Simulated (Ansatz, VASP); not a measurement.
## Two plane-wave programs on BeCdTeSe

```
Be Cd Te Se
1.0
     3.94709    0.00000    0.00000
     0.00000    3.94709    0.00000
     0.00000    0.00000    5.56777
Be Cd Te Se
1 1 1 1
Cartesian
  0.0000 0.0000 2.7839
  1.9735 1.9735 2.7839
  0.0000 0.0000 0.0000
  1.9735 1.9735 0.0000
```

Change from the starting cell: species swapped into the PrSmSeS type (P4/mmm, No. 123).

Alike in both runs: task single point; functional PBE; k mesh 4 × 4 × 4; occupations gaussian, width 0.1 eV; no spin polarisation.

```csv
,VASP,Ansatz
version,VASP 6.6.1,Ansatz 0.2.0
potentials or method,"VASP PAW PBE potentials, release 64 (Be, Cd, Te, Se), cutoff 520 eV","scalar-relativistic, plane waves, PAW"
valence electrons in the cell,26,54
```

```tsv
	VASP	Ansatz	Ansatz less VASP
gap on the k mesh at the Fermi level (eV)	none	none	-
pressure (GPa)	4.3	4.2	-0.11
traceless stress, the component that is largest in VASP (GPa)	-0.38	-0.49	-0.110
```

A gap of «none» marks a metal or a gap that the smearing closes. VASP's potentials hold 26 valence electrons a cell and Ansatz's 54, so a difference there can come from the potentials and not from the codes.

The k mesh is coarse, so the values compare programs but aren't converged. Neither program's run includes spin-orbit coupling.
